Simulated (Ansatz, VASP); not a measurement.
Two plane-wave programs on AlO4

File INCAR:

```
ALGO = Normal
EDIFF = 1E-6
ENCUT = 520
GGA = PE
ISIF = 2
ISMEAR = 0
ISPIN = 2
LASPH = True
LCHARG = True
LELF = True
LORBIT = 11
LREAL = False
LVHAR = True
LWAVE = False
MAGMOM = 0 0 1.14 1.14 1.14 1.14 1.14 1.14 1.14 1.14
NBANDS = 42
NELM = 150
PREC = Accurate
SIGMA = 0.2
```

File KPOINTS:

```
k-points
0
Gamma
  6 6 4
```

POSCAR

```
AlO4
1.0
   -3.9821841102      0.0000000000      0.0000000000
    0.0000000000      0.0000000000     -3.9821841102
    0.0000000000     -7.9643682204      0.0000000000
Al O
2 8
Direct
    1.0000000000      1.0000000000      1.0000000000
    1.0000000000      1.0000000000      0.5000000000
    0.7399378599      0.7399378599      0.8699689299
    0.7399378599      0.7399378599      0.3699689299
    0.2600621401      0.7399378599      0.6300310701
    0.2600621401      0.7399378599      0.1300310701
    0.7399378599      0.2600621401      0.6300310701
    0.7399378599      0.2600621401      0.1300310701
    0.2600621401      0.2600621401      0.8699689299
    0.2600621401      0.2600621401      0.3699689299
```

Input for Ansatz:

```yaml
crystal:
  lattice:
    - [-3.9821841102, 0.0, 0.0]
    - [0.0, 0.0, -3.9821841102]
    - [0.0, -7.9643682204, 0.0]
  atoms:
    - { symbol: Al, position: [1.0, 1.0, 1.0] }
    - { symbol: Al, position: [1.0, 1.0, 0.5] }
    - { symbol: O, position: [0.7399378599, 0.7399378599, 0.8699689299], spin: 1.14 }
    - { symbol: O, position: [0.7399378599, 0.7399378599, 0.3699689299], spin: 1.14 }
    - { symbol: O, position: [0.2600621401, 0.7399378599, 0.6300310701], spin: 1.14 }
    - { symbol: O, position: [0.2600621401, 0.7399378599, 0.1300310701], spin: 1.14 }
    - { symbol: O, position: [0.7399378599, 0.2600621401, 0.6300310701], spin: 1.14 }
    - { symbol: O, position: [0.7399378599, 0.2600621401, 0.1300310701], spin: 1.14 }
    - { symbol: O, position: [0.2600621401, 0.2600621401, 0.8699689299], spin: 1.14 }
    - { symbol: O, position: [0.2600621401, 0.2600621401, 0.3699689299], spin: 1.14 }
basis:
  ecutwfc: 420
kpoints:
  mp_grid: { grid: [6, 6, 4] }
hamiltonian:
  xc: pbe
scf:
  occupations: { method: gaussian, width: 0.2 }
  lower_state_search: "off"
output:
  forces: true
  stress: true
  eigenvalues: true
  populations: true
magnetization:
  spin_polarized: true
```

Alike in both runs: task single point; functional PBE; k mesh 6 × 6 × 4; occupations gaussian, width 0.2 eV; collinear spin.

|  | VASP | Ansatz |
| --- | --- | --- |
| version | VASP 6.6.1 | Ansatz 0.2.0 |
| potentials or method | VASP PAW PBE potentials, release 64 (Al, O), cutoff 520 eV | scalar-relativistic, plane waves, PAW |
| valence electrons in the cell | 54 | 54 |

```csv
,VASP,Ansatz,Ansatz less VASP
gap on the k mesh at the Fermi level (eV),none,none,-
pressure (GPa),-0.1,0.0,+0.10
rms of the force components (eV/Å),0.015,0.003,-0.0118
net moment per atom (μB),1.00,1.00,0.000
size of the moment on the site where the two differ most (μB),0.04,0.01,-0.030
```

Site moments also hang on the region over which each program counts them. Atom by atom the forces differ by 0.012 eV/Å (rms over components). A gap of «none» marks a metal or a gap that the smearing closes.
